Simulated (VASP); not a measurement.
# Mn3Si (Fm-3m) in VASP: notebook, part 2 of 2

VASP 6.6.1. Earlier steps stand in the parts before.

## 3. Single point, PBEsol+D3(BJ), collinear spin, ferromagnetic start

This run uses another cell than the first one, of 10.77 Å³/atom.

INCAR

```
PREC = Accurate ; ENCUT = 520
EDIFF = 1E-7 ; ISMEAR = 1
SIGMA = 0.1 ; LREAL = F
LASPH = T ; NELM = 150
ALGO = Normal ; ISIF = 2
LWAVE = F ; LCHARG = F
ISPIN = 2 ; MAGMOM = 2.8 2.8 2.8 0
LORBIT = 11 ; LMAXMIX = 4
GGA = PS ; IVDW = 12
NBANDS = 34
```

KPOINTS

```
Automatic mesh
0
Gamma
  8 8 8
```

POSCAR

```
Mn3Si
1.0
    0.0000000000      2.7825766318      2.7825766318
    2.7825766318      0.0000000000      2.7825766318
    2.7825766318      2.7825766318      0.0000000000
Mn Si
3 1
Direct
    0.5000000000      0.5000000000      0.5000000000
    0.2500000000      0.2500000000      0.2500000000
    0.7500000000      0.7500000000      0.7500000000
    0.0000000000      0.0000000000      0.0000000000
```

Potentials or basis: VASP PAW PBE potentials, release 64 (Mn_pv, Si).

Launch:

```
cat potpaw_PBE.64/Mn_pv/POTCAR potpaw_PBE.64/Si/POTCAR > POTCAR
mpirun -np 1 vasp_std > vasp.out
```

OUTCAR:

```text
PREC = Accurate
   ENCUT = 520
   EDIFF = 1E-7
   ISMEAR = 1
   LREAL = F
   LASPH = T
   NELM = 150
   ISIF = 2
   ISPIN = 2
   LORBIT = 11
   GGA = PS
   IVDW = 12
 IVDW          = 12

 ion  position               nearest neighbor table
   1  0.500  0.500  0.500-   2 2.41   3 2.41   2 2.41   2 2.41   2 2.41   3 2.41   3 2.41   3 2.41
                             4 2.78   4 2.78   4 2.78   4 2.78   4 2.78   4 2.78
[... 1970 lines left out ...]
  energy-cutoff  :      520.00
  volume of cell :       43.09
      direct lattice vectors                 reciprocal lattice vectors
     0.000000000  2.782576632  2.782576632    -0.179689571  0.179689571  0.179689571
     2.782576632  0.000000000  2.782576632     0.179689571 -0.179689571  0.179689571
     2.782576632  2.782576632  0.000000000     0.179689571  0.179689571 -0.179689571

 POSITION                                       TOTAL-FORCE (eV/Angst)
 -----------------------------------------------------------------------------------
      2.78258      2.78258      2.78258         0.000000     -0.000000      0.000000
      1.39129      1.39129      1.39129         0.000000     -0.000000      0.000000
      4.17386      4.17386      4.17386        -0.000000      0.000000     -0.000000
      0.00000      0.00000      0.00000         0.000000     -0.000000      0.000000
 -----------------------------------------------------------------------------------
    total drift:                                0.000000     -0.000000      0.000000

  FREE ENERGIE OF THE ION-ELECTRON SYSTEM (eV)
  ---------------------------------------------------
  free  energy   TOTEN  =       -37.9216516351 eV

  energy  without entropy=      -37.9208551041  energy(sigma->0) =      -37.92138612

 total charge

# of ion       s       p       d       tot
------------------------------------------
    1        0.405   6.406   5.145  11.956
    2        0.365   6.407   5.301  12.073
    3        0.365   6.407   5.301  12.073
    4        0.727   0.939   0.000   1.666
--------------------------------------------------
tot          1.862  20.159  15.746  37.768

 magnetization (x)

# of ion       s       p       d       tot
------------------------------------------
    1        0.020   0.024   2.238   2.282
    2       -0.006  -0.015  -0.641  -0.661
    3       -0.006  -0.015  -0.641  -0.661
    4        0.021   0.018   0.000   0.038
--------------------------------------------------
tot          0.029   0.012   0.957   0.998
```

OSZICAR:

```text
N       E                     dE             d eps       ncg     rms          rms(c)
DAV:   1     0.488030551806E+03    0.48803E+03   -0.23450E+04  3992   0.165E+03
DAV:   2    -0.113906776689E+02   -0.49942E+03   -0.47450E+03  3944   0.473E+02
[... 23 lines left out ...]
DAV:  26    -0.363578532889E+02    0.21119E-04   -0.34215E-05  4198   0.429E-02    0.628E-02
DAV:  27    -0.363578831561E+02   -0.29867E-04   -0.85725E-05  4286   0.727E-02    0.898E-03
DAV:  28    -0.363578825508E+02    0.60532E-06   -0.28956E-06  4044   0.143E-02    0.186E-02
DAV:  29    -0.363578842529E+02   -0.17021E-05   -0.14336E-05  4298   0.287E-02    0.554E-03
DAV:  30    -0.363578844175E+02   -0.16456E-06   -0.76006E-07  3550   0.816E-03    0.275E-03
DAV:  31    -0.363578844212E+02   -0.37180E-08   -0.19724E-08  2002   0.107E-03
   1 F= -.37921652E+02 E0= -.37921386E+02  d E =-.796531E-03  mag=     1.0259
```

stdout:

```text
POSCAR found type information on POSCAR MnSi
 POSCAR found :  2 types and       4 ions
 scaLAPACK will be used
 -----------------------------------------------------------------------------
|                                                                             |
|                                                                             |
|     You enforced a specific xc type in the INCAR file but a different       |
|     I HOPE YOU KNOW WHAT YOU ARE DOING!                                     |
|                                                                             |
 -----------------------------------------------------------------------------

 LDA part: xc-table for (Slater+PW92), standard interpolation
 POSCAR, INCAR and KPOINTS ok, starting setup
 FFT: planning ... GRIDC
 FFT: planning ... GRID_SOFT
 FFT: planning ... GRID
 WAVECAR not read
 entering main loop
```

Run time: 6.2 min. Hardware: 1 thread of Intel Xeon 8259CL, shared host; peak memory 0.24 GiB.

Results:

```
Free energy                                           : -37.9217 eV
Pressure                                              : -5.3 GPa
Band gap on the k mesh                                : zero (filled and empty bands overlap)
Net moment                                            : 1.03 μB per cell
Site moments                                          : Mn +2.28, -0.66 (each value once); Si +0.04 μB
Valence electrons inside the program's atomic spheres : Mn 11.96, 12.07 (each value once); Si 1.67
Dispersion energy per atom                            : -0.391 eV
```

Caveat: three body term missing; the cell stands under tension; the PAW data sets were made with another functional, which shifts forces and pressure a little.

## 4. Single point, PBEsol+D3(BJ), collinear spin, ferromagnetic start

This run uses another cell than the first one, of 11.24 Å³/atom.

INCAR

```
ALGO = Normal
EDIFF = 1E-6
ENCUT = 520
GGA = PS
ISIF = 2
ISMEAR = 1
ISPIN = 2
IVDW = 12
LASPH = True
LCHARG = True
LELF = True
LMAXMIX = 4
LORBIT = 11
LREAL = False
LVHAR = True
LWAVE = False
MAGMOM = 2.8 2.8 2.8 0
NBANDS = 34
NELM = 150
PREC = Accurate
SIGMA = 0.1
```

KPOINTS

```
k-points
0
Gamma
  8 8 8
```

POSCAR

```
Mn3Si
1.0
    0.0000000000      2.8223330979      2.8223330979
    2.8223330979      0.0000000000      2.8223330979
    2.8223330979      2.8223330979      0.0000000000
Mn Si
3 1
Direct
    0.5000000000      0.5000000000      0.5000000000
    0.2500000000      0.2500000000      0.2500000000
    0.7500000000      0.7500000000      0.7500000000
    0.0000000000      0.0000000000      0.0000000000
```

Launch:

```
cat potpaw_PBE.64/Mn_pv/POTCAR potpaw_PBE.64/Si/POTCAR > POTCAR
mpirun -np 1 vasp_std > vasp.out
```

It took 5.3 min on 1 thread of Intel Xeon 8259CL, shared host; peak memory 0.24 GiB.

The run converged. Its results:

- Free energy: -37.8102 eV
- Pressure: -13.7 GPa
- Band gap on the k mesh: zero (filled and empty bands overlap)
- Net moment: 1.01 μB per cell
- Site moments: Mn +2.50, -0.78 (each value once); Si +0.04 μB
- Valence electrons inside the program's atomic spheres: Mn 11.88, 11.99 (each value once); Si 1.64
- Dispersion energy per atom: -0.375 eV

Levels at points of the mesh, in eV from the Fermi level:
Spin up:
```tsv
k point	band 20	band 21	band 22	band 23	band 24	band 25
(0.00, 0.00, 0.00)	-0.02	0.79	0.79	0.79	1.35	1.35
(0.50, 0.00, 0.00)	-0.51	-0.51	-0.16	-0.16	0.62	0.62
(0.50, 0.50, 0.00)	-0.86	-0.17	-0.17	0.24	0.82	0.93
```
Spin down:
| k point | band 19 | band 20 | band 21 | band 22 | band 23 | band 24 |
| --- | --- | --- | --- | --- | --- | --- |
| (0.00, 0.00, 0.00) | 0.12 | 0.12 | 0.12 | 0.85 | 0.85 | 1.85 |
| (0.50, 0.00, 0.00) | -1.17 | -1.17 | -1.13 | 0.98 | 0.98 | 1.54 |
| (0.50, 0.50, 0.00) | -0.75 | -0.75 | -0.07 | 0.44 | 0.80 | 0.94 |

Caveat: three body term missing; the cell stands under tension; the PAW data sets were made with another functional, which shifts forces and pressure a little.

## 5. The runs side by side

| cell | gap on the mesh (eV) | pressure (GPa) | moment (μB) |
| --- | --- | --- | --- |
| a = 3.877 Å, angles 60.0°, 4 atoms | none | 4.6 | 1.19 |
| a = 3.935 Å, angles 60.0°, 4 atoms | none | -5.3 | 1.03 |
| a = 3.991 Å, angles 60.0°, 4 atoms | none | -13.7 | 1.01 |

Alike in all rows: task single point; level PBEsol+D3(BJ); potentials or basis VASP PAW PBE potentials, release 64 (Mn_pv, Si); spin collinear, ferromagnetic start; k mesh 8 × 8 × 8; cutoff (eV) 520; smearing methfessel-paxton 0.1 eV.

Caveats: three body term missing; the PAW data sets were made with another functional, which shifts forces and pressure a little; the cell stands under tension (at least some runs); the cell stands under pressure (at least some runs).

Absolute energies hang on the potentials; compare differences alone.
